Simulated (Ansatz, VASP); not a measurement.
# Be: VASP beside Ansatz

```
Be
1.0
    -1.25024    1.25024    1.25024
     1.25024   -1.25024    1.25024
     1.25024    1.25024   -1.25024
Be
1
Direct
  0.00000 0.00000 0.00000
```

Alike in both runs: task single point; functional PBE; k mesh 20 × 20 × 20; occupations fermi-dirac, width 0.05 eV; no spin polarisation.

|  | VASP | Ansatz |
| --- | --- | --- |
| version | VASP 6.6.1 | Ansatz 0.2.0 |
| potentials or method | VASP PAW PBE potentials, release 64 (Be), cutoff 520 eV | all-electron LAPW, scalar-relativistic |

```csv
,VASP,Ansatz,Ansatz less VASP
pressure (GPa),0.1,0.0,-0.18
```

Ansatz ran all-electron here, and VASP with PAW potentials.
